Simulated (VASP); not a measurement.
# HfN (F-43m) in VASP: notebook

HfN is run at these levels: LDA; tasks: single point.

All numbers are computed with VASP 6.6.1; they aren't measurements. Logs are shortened: lines on timing, memory, paths and dates and some standing lists are left out, and cuts for length are marked.

### Step 1. The cell of the first run

Symmetry: F-43m, No. 216, cubic system. Conventional cell: a = 4.664 Å, b = 4.664 Å, c = 4.664 Å, α = 90.00°, β = 90.00°, γ = 90.00°. Hf (site symmetry -43m) has 4 N at 2.02 Å within 2.7 Å. N (site symmetry -43m) has 4 Hf at 2.02 Å within 2.7 Å.

### Step 2. Single point, LDA (strain -0.050 along x and y, -0.050 along z)

INCAR

```
ALGO = Normal ; EDIFF = 1E-6
ENCUT = 520 ; ISIF = 2
ISMEAR = 0 ; LASPH = T
LCHARG = F ; LREAL = F
LWAVE = F ; NBANDS = 14
NELM = 100 ; PREC = Accurate
SIGMA = 0.15
```

KPOINTS

```
k-points
0
Gamma
  16 16 16
```

POSCAR

```
HfN
1.0
    0.0000000000      2.3320809000      2.3320809000
    2.3320809000      0.0000000000      2.3320809000
    2.3320809000      2.3320809000      0.0000000000
Hf N
1 1
Direct
    0.0000000000      0.0000000000      0.0000000000
    0.7500000000      0.7500000000      0.7500000000
```

Potentials or basis: VASP PAW LDA potentials, release 64 (Hf_pv, N).

Launch:

```
cat potpaw_LDA.64/Hf_pv/POTCAR potpaw_LDA.64/N/POTCAR > POTCAR
mpirun -np 1 vasp_std > vasp.out
```

OUTCAR:

```text
EDIFF = 1E-6
   ENCUT = 520
   ISIF = 2
   ISMEAR = 0
   LASPH = T
   LREAL = F
   NELM = 100
   PREC = Accurate

 ion  position               nearest neighbor table
   1  0.000  0.000  0.000-   2 2.02   2 2.02   2 2.02   2 2.02
   2  0.750  0.750  0.750-   1 2.02   1 2.02   1 2.02   1 2.02

  LATTYP: Found a face centered cubic cell.
 ALAT       =     4.6641618000

  Lattice vectors:

 A1 = (   0.0000000000,   2.3320809000,   2.3320809000)
 A2 = (   2.3320809000,   0.0000000000,   2.3320809000)
 A3 = (   2.3320809000,   2.3320809000,   0.0000000000)

Analysis of symmetry for initial positions (statically):
=====================================================================
 Subroutine PRICEL returns:
 Original cell was already a primitive cell.

 Routine SETGRP: Setting up the symmetry group for a
 face centered cubic supercell.

 Subroutine GETGRP returns: Found 24 space group operations
 (whereof 24 operations were pure point group operations)
 out of a pool of 48 trial point group operations.

The static configuration has the point symmetry T_d .

Analysis of symmetry for dynamics (positions and initial velocities):
=====================================================================
 Subroutine PRICEL returns:
 Original cell was already a primitive cell.

 Routine SETGRP: Setting up the symmetry group for a
 face centered cubic supercell.

 Subroutine GETGRP returns: Found 24 space group operations
 (whereof 24 operations were pure point group operations)
 out of a pool of 48 trial point group operations.

The dynamic configuration has the point symmetry T_d .

 Subroutine INISYM returns: Found 24 space group operations
 (whereof 24 operations are pure point group operations),
 and found     1 'primitive' translations

----------------------------------------------------------------------------------------

                                     Primitive cell

  volume of cell :      25.3665

  direct lattice vectors                    reciprocal lattice vectors
     0.000000000  2.332080900  2.332080900    -0.214400795  0.214400795  0.214400795
     2.332080900  0.000000000  2.332080900     0.214400795 -0.214400795  0.214400795
     2.332080900  2.332080900  0.000000000     0.214400795  0.214400795 -0.214400795

  length of vectors
     3.298060437  3.298060437  3.298060437     0.371353071  0.371353071  0.371353071

  position of ions in fractional coordinates (direct lattice)
     0.000000000  0.000000000  0.000000000
     0.750000000  0.750000000  0.750000000

[... 82 lines left out ...]
   ISIF   =      2    stress and relaxation
   ISYM   =      2    0-nonsym 1-usesym 2-fastsym
   POTIM  = 0.5000    time-step for ionic-motion
   TEBEG  =    0.0;   TEEND  =   0.0 temperature during run
   PSTRESS=    0.0 pullay stress
   NELECT =      15.0000    total number of electrons
   NUPDOWN=      -1.0000    fix difference up-down
   EMIN   =  10.00;   EMAX   =-10.00  energy-range for DOS
   EFERMI =   0.00;   METHOD = LEGACY
   ISMEAR =     0;   SIGMA  =   0.15  broadening in eV -4-tet -1-fermi 0-gaus
   EFERMI_NEDOS =   21; number of points for ismear=-14 and -15
   IALGO  =     38    algorithm
   IMIX   =      4    mixing-type and parameters
     AMIX     =   0.40;   BMIX     =  1.00
     AMIX_MAG =   1.60;   BMIX_MAG =  1.00
  volume/ion in A,a.u.               =      12.68        85.59
  Fermi-wavevector in a.u.,A,eV,Ry     =   1.374100  2.596672 25.689847  1.888151
  Thomas-Fermi vector in A             =   2.499557
   LORBIT       =      0    0 simple, 1 ext, 2 COOP (PROOUT), +10 PAW based schemes
   GGA     = CA    functional components
   LHFCALC =     F    Hartree Fock is set to
   AEXX    =    0.0000 exact exchange contribution
   IVDW    =     0    specifies the selected vdW correction
   LEPSILON=     F    determine dielectric tensor
   LRPA    =     F    only Hartree local field effects (RPA)
 non-spin polarized calculation
 Gauss-broadening in eV      SIGMA  =   0.15
  energy-cutoff  :      520.00
  volume of cell :       25.37
 maximum number of plane-waves:       701
 NGX is ok and might be reduce to    28
   NGX = 13   NGY = 13   NGZ = 13

 number of electron      15.0000001 magnetization

 Free energy of the ion-electron system (eV)
  ---------------------------------------------------
  ext. energy  EPLUGINS =         0.00000000
  ---------------------------------------------------
  free energy    TOTEN  =       -22.84095845 eV

  energy without entropy =      -22.83519814  energy(sigma->0) =      -22.83807829

 E-fermi :   6.8321     XC(G=0): -12.2500

 val. band max:        6.8318565033   @ k =   0.0625   0.0000   0.0000
 cond. band min:       6.8926494526   @ k =   0.2500   0.1875   0.0000
 fundamental gap:      0.0607929493
 Fermi energy:         6.8321424413

 k-point     1 :       0.0000    0.0000    0.0000
  band No.  band energies     occupation
      1     -23.5736      2.00000
      2     -23.5736      2.00000
      3     -23.5736      2.00000
      4      -9.8583      2.00000
      5       0.6306      2.00000
      6       0.6306      2.00000
      7       0.6306      2.00000
      8       6.6056      1.96727
      9       9.3234      0.00000
     10       9.3234      0.00000
     11      14.3851      0.00000
     12      14.3851      0.00000
     13      14.3851      0.00000
     14      18.9408      0.00000
[... 377 lines left out ...]
      1     -23.6627      2.00000
      2     -23.5970      2.00000
      3     -23.5801      2.00000
      4      -9.6776      2.00000
      5       0.4141      2.00000
      6       0.7090      2.00000
      7       0.7653      2.00000
      8       7.1776      0.00113
      9       8.9353      0.00000
     10       9.2691      0.00000
     11      14.2129      0.00000
     12      14.5081      0.00000
     13      14.8791      0.00000
     14      18.9376      0.00000

 [... further k-points ...]
[... 5 lines left out ...]
  --------------------------------------------------------------------------------------
  -------------------------------------------------------------------------------------
  Total        4.4539312      4.4539312      4.4539312      0.0000000      0.0000000      0.0000000
  in kB      281.3152391    281.3152391    281.3152391      0.0000000      0.0000000      0.0000000
  external PRESSURE =     281.3152391 kB  Pullay stress =       0.0000000 kB

 VOLUME and BASIS-vectors are now :
 -----------------------------------------------------------------------------
  energy-cutoff  :      520.00
  volume of cell :       25.37
      direct lattice vectors                 reciprocal lattice vectors
     0.000000000  2.332080900  2.332080900    -0.214400795  0.214400795  0.214400795
     2.332080900  0.000000000  2.332080900     0.214400795 -0.214400795  0.214400795
     2.332080900  2.332080900  0.000000000     0.214400795  0.214400795 -0.214400795

 POSITION                                       TOTAL-FORCE (eV/Angst)
 -----------------------------------------------------------------------------------
      0.00000      0.00000      0.00000         0.000000      0.000000     -0.000000
      3.49812      3.49812      3.49812        -0.000000     -0.000000      0.000000
 -----------------------------------------------------------------------------------
    total drift:                                0.000000      0.000000      0.000000

  FREE ENERGIE OF THE ION-ELECTRON SYSTEM (eV)
  ---------------------------------------------------
  free  energy   TOTEN  =       -22.8409584505 eV

  energy  without entropy=      -22.8351981390  energy(sigma->0) =      -22.83807829
```

OSZICAR:

```text
N       E                     dE             d eps       ncg     rms          rms(c)
DAV:   1     0.389333558353E+02    0.38933E+02   -0.77612E+03  4076   0.995E+02
DAV:   2    -0.244136024547E+02   -0.63347E+02   -0.59017E+02  5294   0.228E+02
DAV:   3    -0.264280271319E+02   -0.20144E+01   -0.20072E+01  4768   0.334E+01
DAV:   4    -0.264369446745E+02   -0.89175E-02   -0.89164E-02  4866   0.267E+00
DAV:   5    -0.264370274678E+02   -0.82793E-04   -0.82792E-04  4748   0.224E-01    0.722E+01
DAV:   6    -0.229594417384E+02    0.34776E+01   -0.11675E+01  4258   0.255E+01    0.502E+01
DAV:   7    -0.228687181605E+02    0.90724E-01   -0.54195E-01  4906   0.585E+00    0.262E+01
DAV:   8    -0.228437564321E+02    0.24962E-01   -0.51238E-02  4852   0.202E+00    0.461E+00
DAV:   9    -0.228411701463E+02    0.25863E-02   -0.11249E-02  4684   0.756E-01    0.163E+00
DAV:  10    -0.228409933608E+02    0.17679E-03   -0.10941E-03  4672   0.302E-01    0.362E-01
DAV:  11    -0.228409590382E+02    0.34323E-04   -0.10661E-04  5116   0.965E-02    0.356E-02
DAV:  12    -0.228409585390E+02    0.49923E-06   -0.12758E-05  5080   0.285E-02    0.238E-02
DAV:  13    -0.228409584505E+02    0.88486E-07   -0.32841E-07  3008   0.544E-03
   1 F= -.22840958E+02 E0= -.22838078E+02  d E =-.576031E-02
```

It took 86 s on 1 thread of Intel Xeon 8259CL, shared host; peak memory 0.19 GiB.

What came out:

```
Free energy            : -22.8410 eV
Pressure               : 28.1 GPa
Band gap on the k mesh : zero (an odd number of electrons rules out a gap without spin polarisation)
```

Caveat: the cell differs from its parent crystal (strain -0.050 along x and y, -0.050 along z); the cell stands under pressure; spin-orbit coupling is left out, which moves the levels of the heavy elements.

### Step 3. Single point, LDA (strain -0.025 along x and y, -0.025 along z)

INCAR

```
SYSTEM = HfN
PREC = Accurate ; ENCUT = 520
EDIFF = 1E-6 ; ISMEAR = 0
SIGMA = 0.15 ; LREAL = .False.
LASPH = .True. ; NELM = 60
ALGO = Normal ; ISIF = 2
LWAVE = .False. ; LCHARG = .False.
NBANDS = 14
```

KPOINTS

```
Automatic mesh
0
Gamma
  16 16 16
  0 0 0
```

POSCAR

```
HfN
1.0
    0.0000000000      2.3934514500      2.3934514500
    2.3934514500      0.0000000000      2.3934514500
    2.3934514500      2.3934514500      0.0000000000
Hf N
1 1
Direct
    0.0000000000      0.0000000000      0.0000000000
    0.7500000000      0.7500000000      0.7500000000
```

Potentials or basis: VASP PAW LDA potentials, release 64 (Hf_pv, N).

Launch:

```
cat potpaw_LDA.64/Hf_pv/POTCAR potpaw_LDA.64/N/POTCAR > POTCAR
mpirun -np 1 vasp_std > vasp.out
```

Wall time 1.7 min (1 thread of Intel Xeon 8259CL, shared host); peak memory 0.19 GiB.

Results (log left out):

| Item | Value |
| --- | --- |
| Free energy | -23.0522 eV |
| Pressure | 6.0 GPa |
| Band gap on the k mesh | zero (an odd number of electrons rules out a gap without spin polarisation) |

Levels at points of the mesh, in eV from the Fermi level:
```tsv
k point	band 3	band 4	band 5	band 6	band 7	band 8	band 9	band 10	band 11	band 12
(0.00, 0.00, 0.00)	-30.67	-16.30	-5.81	-5.81	-5.81	-0.43	2.30	2.30	7.04	7.04
(0.50, 0.00, 0.00)	-30.76	-15.02	-5.81	-5.16	-5.16	1.68	2.88	2.88	4.53	5.68
(0.50, 0.50, 0.00)	-30.89	-14.57	-7.34	-3.65	-3.65	-1.13	2.33	4.31	5.04	5.04
```

Caveat: the cell differs from its parent crystal (strain -0.025 along x and y, -0.025 along z); the cell stands under pressure; spin-orbit coupling is left out, which moves the levels of the heavy elements.

### Step 4. Single point, LDA (strain +0.025 along x and y, +0.025 along z)

INCAR

```
PREC = Accurate
ENCUT = 520
EDIFF = 1E-6
ISMEAR = 0
SIGMA = 0.15
LREAL = F
LASPH = T
NELM = 100
ALGO = Normal
ISIF = 2
LWAVE = F
LCHARG = F
GGA = CA
NBANDS = 14
```

KPOINTS

```
regular mesh
0
Gamma
  16 16 16
```

POSCAR

```
HfN
1.0
    0.0000000000      2.5161925500      2.5161925500
    2.5161925500      0.0000000000      2.5161925500
    2.5161925500      2.5161925500      0.0000000000
Hf N
1 1
Direct
    0.0000000000      0.0000000000      0.0000000000
    0.7500000000      0.7500000000      0.7500000000
```

Launch:

```
cat potpaw_LDA.64/Hf_pv/POTCAR potpaw_LDA.64/N/POTCAR > POTCAR
mpirun -np 1 vasp_std > vasp.out
```

Wall time 1.8 min (1 thread of Intel Xeon 8259CL, shared host); peak memory 0.19 GiB.

It converged, with:

```yaml
Free_energy: -22.7946 eV
Pressure: -21.1 GPa
Band_gap_on_the_k_mesh: zero (an odd number of electrons rules out a gap without spin polarisation)
```

Levels at points of the mesh, in eV from the Fermi level:
| k point | band 5 | band 6 | band 7 | band 8 | band 9 | band 10 | band 11 | band 12 |
| --- | --- | --- | --- | --- | --- | --- | --- | --- |
| (0.00, 0.00, 0.00) | -5.11 | -5.11 | -5.11 | -0.79 | 1.94 | 1.94 | 6.06 | 6.06 |
| (0.50, 0.00, 0.00) | -5.51 | -4.59 | -4.59 | 1.41 | 2.40 | 2.40 | 3.96 | 4.77 |
| (0.50, 0.50, 0.00) | -6.51 | -3.48 | -3.48 | -1.05 | 1.89 | 3.53 | 4.19 | 4.19 |

Caveat: the cell differs from its parent crystal (strain +0.025 along x and y, +0.025 along z); the cell stands under tension; spin-orbit coupling is left out, which moves the levels of the heavy elements.

### Step 5. Single point, LDA (strain +0.050 along x and y, +0.050 along z)

INCAR

```
ALGO = Normal
EDIFF = 1E-7
ENCUT = 520
ISIF = 2
ISMEAR = 0
LASPH = T
LCHARG = F
LREAL = F
LWAVE = F
NBANDS = 14
NELM = 100
PREC = Accurate
SIGMA = 0.15
```

KPOINTS

```
k-points
0
Gamma
  16 16 16
```

POSCAR

```
HfN
1.0
    0.0000000000      2.5775631000      2.5775631000
    2.5775631000      0.0000000000      2.5775631000
    2.5775631000      2.5775631000      0.0000000000
Hf N
1 1
Direct
    0.0000000000      0.0000000000      0.0000000000
    0.7500000000      0.7500000000      0.7500000000
```

Potentials or basis: VASP PAW LDA potentials, release 64 (Hf_pv, N).

Launch:

```
cat potpaw_LDA.64/Hf_pv/POTCAR potpaw_LDA.64/N/POTCAR > POTCAR
mpirun -np 1 vasp_std > vasp.out
```

OUTCAR:

```text
EDIFF = 1E-7
   ENCUT = 520
   ISIF = 2
   ISMEAR = 0
   LASPH = T
   LREAL = F
   NELM = 100
   PREC = Accurate

 ion  position               nearest neighbor table
   1  0.000  0.000  0.000-   2 2.23   2 2.23   2 2.23   2 2.23
   2  0.750  0.750  0.750-   1 2.23   1 2.23   1 2.23   1 2.23

  LATTYP: Found a face centered cubic cell.
 ALAT       =     5.1551262000

  Lattice vectors:

 A1 = (   0.0000000000,   2.5775631000,   2.5775631000)
 A2 = (   2.5775631000,   0.0000000000,   2.5775631000)
 A3 = (   2.5775631000,   2.5775631000,   0.0000000000)

Analysis of symmetry for initial positions (statically):
=====================================================================
 Subroutine PRICEL returns:
 Original cell was already a primitive cell.

 Routine SETGRP: Setting up the symmetry group for a
 face centered cubic supercell.

 Subroutine GETGRP returns: Found 24 space group operations
 (whereof 24 operations were pure point group operations)
 out of a pool of 48 trial point group operations.

The static configuration has the point symmetry T_d .

Analysis of symmetry for dynamics (positions and initial velocities):
=====================================================================
[... 168 lines left out ...]
      2     -26.9691      2.00000
      3     -26.9691      2.00000
      4     -10.7118      2.00000
      5      -0.3333      2.00000
      6      -0.3333      2.00000
      7      -0.3333      2.00000
      8       3.5231      2.00000
      9       6.2465      0.00000
     10       6.2465      0.00000
     11      10.0750      0.00000
     12      10.0750      0.00000
     13      10.0750      0.00000
     14      15.2121      0.00000
[... 377 lines left out ...]
      1     -26.9937      2.00000
      2     -26.9760      2.00000
      3     -26.9711      2.00000
      4     -10.6217      2.00000
      5      -0.5698      2.00000
      6      -0.2806      2.00000
      7      -0.2570      2.00000
      8       4.0450      1.99995
      9       6.0214      0.00000
     10       6.2246      0.00000
     11       9.8879      0.00000
     12      10.0855      0.00000
     13      10.2704      0.00000
     14      15.1326      0.00000

 [... further k-points ...]
[... 5 lines left out ...]
  --------------------------------------------------------------------------------------
  -------------------------------------------------------------------------------------
  Total       -6.1445512     -6.1445512     -6.1445512      0.0000000     -0.0000000     -0.0000000
  in kB     -287.4371106   -287.4371106   -287.4371106      0.0000000     -0.0000000     -0.0000000
  external PRESSURE =    -287.4371106 kB  Pullay stress =       0.0000000 kB

 VOLUME and BASIS-vectors are now :
 -----------------------------------------------------------------------------
  energy-cutoff  :      520.00
  volume of cell :       34.25
      direct lattice vectors                 reciprocal lattice vectors
     0.000000000  2.577563100  2.577563100    -0.193981672  0.193981672  0.193981672
     2.577563100  0.000000000  2.577563100     0.193981672 -0.193981672  0.193981672
     2.577563100  2.577563100  0.000000000     0.193981672  0.193981672 -0.193981672

 POSITION                                       TOTAL-FORCE (eV/Angst)
 -----------------------------------------------------------------------------------
      0.00000      0.00000      0.00000         0.000000      0.000000      0.000000
      3.86634      3.86634      3.86634        -0.000000     -0.000000     -0.000000
 -----------------------------------------------------------------------------------
    total drift:                               -0.000000     -0.000000     -0.000000

  FREE ENERGIE OF THE ION-ELECTRON SYSTEM (eV)
  ---------------------------------------------------
  free  energy   TOTEN  =       -22.4199058751 eV

  energy  without entropy=      -22.4113325615  energy(sigma->0) =      -22.41561922
```

OSZICAR:

```text
N       E                     dE             d eps       ncg     rms          rms(c)
DAV:   1     0.387031491398E+02    0.38703E+02   -0.76685E+03  4060   0.957E+02
DAV:   2    -0.235195226379E+02   -0.62223E+02   -0.58202E+02  5596   0.216E+02
DAV:   3    -0.261338855849E+02   -0.26144E+01   -0.26018E+01  4702   0.361E+01
DAV:   4    -0.261506308367E+02   -0.16745E-01   -0.16742E-01  4882   0.350E+00
DAV:   5    -0.261508364730E+02   -0.20564E-03   -0.20563E-03  4666   0.347E-01    0.423E+01
DAV:   6    -0.227950279734E+02    0.33558E+01   -0.15400E+01  4126   0.241E+01    0.336E+01
DAV:   7    -0.224750761785E+02    0.31995E+00   -0.95415E-01  4174   0.709E+00    0.234E+01
DAV:   8    -0.224389299416E+02    0.36146E-01   -0.29222E-01  4540   0.427E+00    0.813E+00
DAV:   9    -0.224200204932E+02    0.18909E-01   -0.43828E-02  4432   0.160E+00    0.153E+00
DAV:  10    -0.224199356356E+02    0.84858E-04   -0.13524E-03  5134   0.288E-01    0.109E-01
DAV:  11    -0.224199068159E+02    0.28820E-04   -0.12985E-04  4528   0.879E-02    0.802E-02
DAV:  12    -0.224199060327E+02    0.78324E-06   -0.92407E-06  5422   0.236E-02    0.240E-02
DAV:  13    -0.224199058708E+02    0.16195E-06   -0.51756E-07  4474   0.579E-03    0.354E-03
DAV:  14    -0.224199058751E+02   -0.43203E-08   -0.36110E-08  2546   0.154E-03
   1 F= -.22419906E+02 E0= -.22415619E+02  d E =-.857331E-02
```

Run time: 1.9 min. Hardware: 1 thread of Intel Xeon 8259CL, shared host; peak memory 0.2 GiB.

Results:

```yaml
Free_energy: -22.4199 eV
Pressure: -28.7 GPa
Band_gap_on_the_k_mesh: zero (an odd number of electrons rules out a gap without spin polarisation)
```

Caveat: the cell differs from its parent crystal (strain +0.050 along x and y, +0.050 along z); the cell stands under tension; spin-orbit coupling is left out, which moves the levels of the heavy elements.

### Step 6. Summary

```csv
cell,gap on the mesh (eV),pressure (GPa)
"a = 3.298 Å, angles 60.0°, 2 atoms",none,28.1
"a = 3.385 Å, angles 60.0°, 2 atoms",none,6.0
"a = 3.558 Å, angles 60.0°, 2 atoms",none,-21.1
"a = 3.645 Å, angles 60.0°, 2 atoms",none,-28.7
```

Alike in all rows: task single point; level LDA; potentials or basis VASP PAW LDA potentials, release 64 (Hf_pv, N); no spin polarisation; k mesh 16 × 16 × 16; cutoff (eV) 520; smearing gaussian 0.15 eV.

Caveats: spin-orbit coupling is left out, which moves the levels of the heavy elements; the cell stands under pressure (at least some runs); the cell stands under tension (at least some runs).

Absolute energies hang on the potentials; compare differences alone.

The gap in the log of VASP goes by the Fermi energy; the results here count the filled bands.